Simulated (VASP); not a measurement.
# PbSe (Fm-3m) in VASP: a series of runs, part 2 of 2

VASP 6.6.1. The steps go on from the part before.

## (5) Single point, revPBE+D4

This run uses another cell than the first one, of 28.71 Å³/atom, 1.038 times its volume.

Input file INCAR:

```
SYSTEM = PbSe
PREC     = Accurate       ! precision mode
ENCUT    = 500            ! plane-wave cutoff, eV
EDIFF    = 1E-6           ! SCF threshold, eV
ISMEAR   = 0              ! smearing method
SIGMA    = 0.05           ! smearing width, eV
LREAL    = .False.        ! projectors in reciprocal space
LASPH    = .True.         ! aspherical terms in the spheres
NELM     = 120            ! most SCF steps
ALGO     = Normal         ! electronic algorithm
ISIF     = 2              ! what is computed and relaxed
LWAVE    = .False.        ! write WAVECAR
LCHARG   = .False.        ! write CHGCAR
GGA      = RE             ! functional
IVDW     = 13             ! dispersion correction
NBANDS   = 17             ! bands
GGA_COMPAT= .False.
```

Input file KPOINTS:

```
Automatic mesh
0
Gamma
  6 6 6
  0 0 0
```

Input file POSCAR:

```
PbSe
1.0
    0.0000000000      3.0621516472      3.0621516472
    3.0621516472      0.0000000000      3.0621516472
    3.0621516472      3.0621516472      0.0000000000
Pb Se
1 1
Direct
    0.5000000000      0.5000000000      0.5000000000
    0.0000000000      0.0000000000      0.0000000000
```

Potentials or basis: VASP PAW PBE potentials, release 64 (Pb_d, Se).

On the command line:

```bash
> cat potpaw_PBE.64/Pb_d/POTCAR potpaw_PBE.64/Se/POTCAR > POTCAR
> mpirun -np 1 vasp_std > vasp.out
```

OUTCAR:

```text
SYSTEM = PbSe
   PREC = Accurate
   ENCUT = 500
   EDIFF = 1E-6
   ISMEAR = 0
   LREAL = .False.
   LASPH = .True.
   NELM = 120
   ISIF = 2
   GGA = RE
   IVDW = 13

 ion  position               nearest neighbor table
   1  0.500  0.500  0.500-   2 3.06   2 3.06   2 3.06   2 3.06   2 3.06   2 3.06
   2  0.000  0.000  0.000-   1 3.06   1 3.06   1 3.06   1 3.06   1 3.06   1 3.06

  LATTYP: Found a face centered cubic cell.
 ALAT       =     6.1243032944

  Lattice vectors:

 A1 = (   0.0000000000,   3.0621516472,   3.0621516472)
 A2 = (   3.0621516472,   0.0000000000,   3.0621516472)
 A3 = (   3.0621516472,   3.0621516472,   0.0000000000)

Analysis of symmetry for initial positions (statically):
=====================================================================
 Subroutine PRICEL returns:
 Original cell was already a primitive cell.

 Routine SETGRP: Setting up the symmetry group for a
 face centered cubic supercell.

 Subroutine GETGRP returns: Found 48 space group operations
 (whereof 48 operations were pure point group operations)
 out of a pool of 48 trial point group operations.

The static configuration has the point symmetry O_h .

Analysis of symmetry for dynamics (positions and initial velocities):
=====================================================================
 Subroutine PRICEL returns:
 Original cell was already a primitive cell.

 Routine SETGRP: Setting up the symmetry group for a
 face centered cubic supercell.

 Subroutine GETGRP returns: Found 48 space group operations
 (whereof 48 operations were pure point group operations)
 out of a pool of 48 trial point group operations.

The dynamic configuration has the point symmetry O_h .

 Subroutine INISYM returns: Found 48 space group operations
 (whereof 48 operations are pure point group operations),
 and found     1 'primitive' translations

----------------------------------------------------------------------------------------

                                     Primitive cell

  volume of cell :      57.4262

  direct lattice vectors                    reciprocal lattice vectors
     0.000000000  3.062151647  3.062151647    -0.163283879  0.163283879  0.163283879
     3.062151647  0.000000000  3.062151647     0.163283879 -0.163283879  0.163283879
     3.062151647  3.062151647  0.000000000     0.163283879  0.163283879 -0.163283879

  length of vectors
     4.330536390  4.330536390  4.330536390     0.282815975  0.282815975  0.282815975

  position of ions in fractional coordinates (direct lattice)
     0.500000000  0.500000000  0.500000000
     0.000000000  0.000000000  0.000000000

  ion indices of the primitive-cell ions
   primitive index   ion index
                 1           1
                 2           2

----------------------------------------------------------------------------------------

 KPOINTS: Automatic mesh

Automatic generation of k-mesh.
 Grid dimensions read from file:
 generate k-points for:    6    6    6

 Generating k-lattice:

  Cartesian coordinates                     Fractional coordinates (reciprocal lattice)
    -0.027213980  0.027213980  0.027213980     0.166666667  0.000000000  0.000000000
     0.027213980 -0.027213980  0.027213980     0.000000000  0.166666667  0.000000000
     0.027213980  0.027213980 -0.027213980     0.000000000  0.000000000  0.166666667

  Length of vectors
     0.047135996  0.047135996  0.047135996

  Shift w.r.t. Gamma in fractional coordinates (k-lattice)
     0.000000000  0.000000000  0.000000000

 Subroutine IBZKPT returns following result:
 ===========================================

 Found     16 irreducible k-points:

 Following reciprocal coordinates:
            Coordinates               Weight
  0.000000  0.000000  0.000000      1.000000
  0.166667  0.000000  0.000000      8.000000
  0.333333  0.000000  0.000000      8.000000
  0.500000  0.000000  0.000000      4.000000
  0.166667  0.166667  0.000000      6.000000
  0.333333  0.166667  0.000000     24.000000
[... 8 lines left out ...]
 -0.333333  0.333333  0.166667     24.000000
 -0.333333  0.500000  0.166667     12.000000
   k-points           NKPTS =     16   k-points in BZ     NKDIM =     16   number of bands    NBANDS=     17
   number of dos      NEDOS =    301   number of ions     NIONS =      2
   total plane-waves  NPLWV =  32768
   dimension x,y,z NGX =    32 NGY =   32 NGZ =   32
   dimension x,y,z NGXF=    64 NGYF=   64 NGZF=   64
   ions per type =               1   1
   NGX,Y,Z   is equivalent  to a cutoff of  12.28, 12.28, 12.28 a.u.
   NGXF,Y,Z  is equivalent  to a cutoff of  24.57, 24.57, 24.57 a.u.
 SYSTEM =  PbSe
   PREC   = accura    normal or accurate (medium, high low for compatibility)
   ISTART =      0    job   : 0-new  1-cont  2-samecut
   ICHARG =      2    charge: 1-file 2-atom 10-const
   ISPIN  =      1    spin polarized calculation?
   LNONCOLLINEAR =      F non collinear calculations
   LSORBIT =      F    spin-orbit coupling
   LASPH  =      T    aspherical Exc in radial PAW
   ENCUT  =  500.0 eV  36.75 Ry    6.06 a.u.   7.90  7.90  7.90*2*pi/ulx,y,z
   NELM   =    120;   NELMIN=  2; NELMDL= -5     # of ELM steps
   EDIFF  = 0.1E-05   stopping-criterion for ELM
   LREAL  =      F    real-space projection
   EDIFFG = 0.1E-04   stopping-criterion for IOM
   NSW    =      0    number of steps for IOM
   IBRION =     -1    ionic relax: 0-MD 1-quasi-New 2-CG
   NFREE  =      0    steps in history (QN), initial steepest desc. (CG)
   ISIF   =      2    stress and relaxation
   ISYM   =      2    0-nonsym 1-usesym 2-fastsym
   POTIM  = 0.5000    time-step for ionic-motion
   TEBEG  =    0.0;   TEEND  =   0.0 temperature during run
   PSTRESS=    0.0 pullay stress
   NELECT =      20.0000    total number of electrons
   NUPDOWN=      -1.0000    fix difference up-down
   EMIN   =  10.00;   EMAX   =-10.00  energy-range for DOS
   EFERMI =   0.00;   METHOD = LEGACY
   ISMEAR =     0;   SIGMA  =   0.05  broadening in eV -4-tet -1-fermi 0-gaus
   EFERMI_NEDOS =   21; number of points for ismear=-14 and -15
   IALGO  =     38    algorithm
   IMIX   =      4    mixing-type and parameters
     AMIX     =   0.40;   BMIX     =  1.00
     AMIX_MAG =   1.60;   BMIX_MAG =  1.00
  volume/ion in A,a.u.               =      28.71       193.77
  Fermi-wavevector in a.u.,A,eV,Ry     =   1.151812  2.176608 18.050442  1.326670
  Thomas-Fermi vector in A             =   2.288467
   LORBIT       =      0    0 simple, 1 ext, 2 COOP (PROOUT), +10 PAW based schemes
   GGA     = RE    functional components
   LHFCALC =     F    Hartree Fock is set to
   AEXX    =    0.0000 exact exchange contribution
   IVDW    =    13    specifies the selected vdW correction
   LEPSILON=     F    determine dielectric tensor
   LRPA    =     F    only Hartree local field effects (RPA)
 non-spin polarized calculation
 Gauss-broadening in eV      SIGMA  =   0.05
  energy-cutoff  :      500.00
  volume of cell :       57.43
 maximum number of plane-waves:      1470
   NGX = 15   NGY = 15   NGZ = 15

 number of electron      19.9999999 magnetization

 Free energy of the ion-electron system (eV)
  ---------------------------------------------------
  ext. energy  EPLUGINS =         0.00000000
  ---------------------------------------------------
  free energy    TOTEN  =        -7.56393595 eV

  energy without entropy =       -7.56393595  energy(sigma->0) =       -7.56393595

 E-fermi :   5.3191     XC(G=0):  -9.4171

 val. band max:        5.1399305222   @ k =   0.5000   0.0000   0.0000
 cond. band min:       5.4982447348   @ k =   0.5000   0.0000   0.0000
 fundamental gap:      0.3583142125
 Fermi energy:         5.3190672675

 k-point     1 :       0.0000    0.0000    0.0000
  band No.  band energies     occupation
      1     -11.7470      2.00000
      2     -11.7470      2.00000
      3     -11.7470      2.00000
      4     -11.7399      2.00000
      5     -11.7399      2.00000
      6      -8.4265      2.00000
[... 9 lines left out ...]
     16      11.6847      0.00000
     17      13.4243      0.00000
[... 281 lines left out ...]
 k-point    16 :      -0.3333    0.5000    0.1667
  band No.  band energies     occupation
      1     -11.8390      2.00000
      2     -11.7498      2.00000
      3     -11.7343      2.00000
      4     -11.7192      2.00000
      5     -11.7032      2.00000
      6      -6.9779      2.00000
[... 9 lines left out ...]
     16      16.8112      0.00000
     17      17.7725      0.00000

------------------------ aborting loop because EDIFF is reached ----------------------------------------

  DFT-D4 for vdW energy calculation

  Edisp (eV):   -1.23356

  FORCE on cell =-STRESS in cart. coord.  units (eV):
  Direction    XX          YY          ZZ          XY          YZ          ZX
  --------------------------------------------------------------------------------------
  -------------------------------------------------------------------------------------
  Total       0.06205     0.06205     0.06205     0.00000     0.00000     0.00000
  in kB       1.73129     1.73129     1.73129     0.00000     0.00000     0.00000
  external pressure =        1.73 kB  Pullay stress =        0.00 kB

 VOLUME and BASIS-vectors are now :
 -----------------------------------------------------------------------------
  energy-cutoff  :      500.00
  volume of cell :       57.43
      direct lattice vectors                 reciprocal lattice vectors
     0.000000000  3.062151647  3.062151647    -0.163283879  0.163283879  0.163283879
     3.062151647  0.000000000  3.062151647     0.163283879 -0.163283879  0.163283879
     3.062151647  3.062151647  0.000000000     0.163283879  0.163283879 -0.163283879

 POSITION                                       TOTAL-FORCE (eV/Angst)
 -----------------------------------------------------------------------------------
      3.06215      3.06215      3.06215         0.000000      0.000000      0.000000
      0.00000      0.00000      0.00000        -0.000000     -0.000000     -0.000000
 -----------------------------------------------------------------------------------
    total drift:                                0.000000     -0.000000      0.000000

  FREE ENERGIE OF THE ION-ELECTRON SYSTEM (eV)
  ---------------------------------------------------
  free  energy   TOTEN  =        -8.7974923732 eV

  energy  without entropy=       -8.7974923705  energy(sigma->0) =       -8.79749237
```

It took 33 s on 1 thread of Intel Xeon 8259CL, shared host; peak memory 0.17 GiB.

Results:

```
Free energy                : -8.7975 eV
Pressure                   : 0.2 GPa
Band gap on the k mesh     : 0.36 eV, direct
Dispersion energy per atom : -0.617 eV
```

Caveat: the PAW data sets were made with another functional, which shifts forces and pressure a little; spin-orbit coupling is left out, which moves the levels of the heavy elements. A k mesh can miss the band edges.

## (6) Single point, revPBE+D4

This run uses another cell than the first one, of 28.83 Å³/atom, 1.042 times its volume.

Input file INCAR:

```
  ALGO = Normal
  EDIFF = 1E-6
  ENCUT = 500
  GGA = RE
  GGA_COMPAT = False
  ISIF = 2
  ISMEAR = 0
  IVDW = 13
  LASPH = True
  LCHARG = False
  LREAL = False
  LWAVE = False
  NBANDS = 17
  NELM = 120
  PREC = Accurate
  SIGMA = 0.05
```

Input file KPOINTS:

```
k-points
0
Gamma
  6 6 6
```

Input file POSCAR:

```
PbSe
1.0
    0.0000000000      3.0662290843      3.0662290843
    3.0662290843      0.0000000000      3.0662290843
    3.0662290843      3.0662290843      0.0000000000
Pb Se
1 1
Direct
    0.5000000000      0.5000000000      0.5000000000
    0.0000000000      0.0000000000      0.0000000000
```

Potentials or basis: VASP PAW PBE potentials, release 64 (Pb_d, Se).

On the command line:

```bash
> cat potpaw_PBE.64/Pb_d/POTCAR potpaw_PBE.64/Se/POTCAR > POTCAR
> mpirun -np 1 vasp_std > vasp.out
```

OUTCAR:

```text
EDIFF = 1E-6
   ENCUT = 500
   GGA = RE
   ISIF = 2
   ISMEAR = 0
   IVDW = 13
   LASPH = True
   LREAL = False
   NELM = 120
   PREC = Accurate

 ion  position               nearest neighbor table
   1  0.500  0.500  0.500-   2 3.07   2 3.07   2 3.07   2 3.07   2 3.07   2 3.07
   2  0.000  0.000  0.000-   1 3.07   1 3.07   1 3.07   1 3.07   1 3.07   1 3.07

  LATTYP: Found a face centered cubic cell.
 ALAT       =     6.1324581686

  Lattice vectors:

[... 497 lines left out ...]

  DFT-D4 for vdW energy calculation

  Edisp (eV):   -1.22869

  FORCE on cell =-STRESS in cart. coord.  units (eV):
  Direction    XX          YY          ZZ          XY          YZ          ZX
  --------------------------------------------------------------------------------------
  -------------------------------------------------------------------------------------
  Total      -0.00828    -0.00828    -0.00828     0.00000    -0.00000    -0.00000
  in kB      -0.23005    -0.23005    -0.23005     0.00000    -0.00000    -0.00000
  external pressure =       -0.23 kB  Pullay stress =        0.00 kB

 VOLUME and BASIS-vectors are now :
 -----------------------------------------------------------------------------
  energy-cutoff  :      500.00
  volume of cell :       57.66
      direct lattice vectors                 reciprocal lattice vectors
     0.000000000  3.066229084  3.066229084    -0.163066746  0.163066746  0.163066746
     3.066229084  0.000000000  3.066229084     0.163066746 -0.163066746  0.163066746
     3.066229084  3.066229084  0.000000000     0.163066746  0.163066746 -0.163066746

 POSITION                                       TOTAL-FORCE (eV/Angst)
 -----------------------------------------------------------------------------------
      3.06623      3.06623      3.06623        -0.000000     -0.000000     -0.000000
      0.00000      0.00000      0.00000         0.000000      0.000000      0.000000
 -----------------------------------------------------------------------------------
    total drift:                                0.000000     -0.000000      0.000000

  FREE ENERGIE OF THE ION-ELECTRON SYSTEM (eV)
  ---------------------------------------------------
  free  energy   TOTEN  =        -8.7977048185 eV

  energy  without entropy=       -8.7977048175  energy(sigma->0) =       -8.79770482
```

It took 27 s on 1 thread of Intel Xeon 8259CL, shared host; peak memory 0.17 GiB.

What came out:

| Item | Value |
| --- | --- |
| Free energy | -8.7977 eV |
| Pressure | 0.0 GPa |
| Band gap on the k mesh | 0.37 eV, direct |
| Dispersion energy per atom | -0.614 eV |

Levels at points of the mesh, in eV from the valence-band top:
```tsv
k point	band 7	band 8	band 9	band 10	band 11	band 12	band 13	band 14
(0.00, 0.00, 0.00)	-6.28	-1.86	-1.86	-1.86	4.74	4.74	4.74	6.56
(0.50, 0.00, 0.00)	-8.75	-1.46	-1.46	0.00	0.37	1.74	1.74	8.63
(0.50, 0.50, 0.00)	-7.35	-4.92	-3.20	-3.20	3.78	5.63	5.63	6.07
```

Caveat: the PAW data sets were made with another functional, which shifts forces and pressure a little; spin-orbit coupling is left out, which moves the levels of the heavy elements.

## (7) Summary

```tsv
level	cell	gap on the mesh (eV)	pressure (GPa)
RPBE+D4	a = 4.278 Å, angles 60.0°, 2 atoms	0.25	2.2
PBE	a = 4.331 Å, angles 60.0°, 2 atoms	0.30	2.3
PBEsol+D3(BJ)	a = 4.305 Å, angles 60.0°, 2 atoms	0.15	-1.8
revPBE+D4	a = 4.331 Å, angles 60.0°, 2 atoms	0.36	0.2
revPBE+D4	a = 4.336 Å, angles 60.0°, 2 atoms	0.37	0.0
```

Alike in all rows: task single point; potentials or basis VASP PAW PBE potentials, release 64 (Pb_d, Se); no spin polarisation; k mesh 6 × 6 × 6; cutoff (eV) 500; smearing gaussian 0.05 eV.

Caveats: spin-orbit coupling is left out, which moves the levels of the heavy elements; the PAW data sets were made with another functional, which shifts forces and pressure a little (some runs).

Total energies depend on the potentials used, so only differences within one code and one set of settings carry meaning.
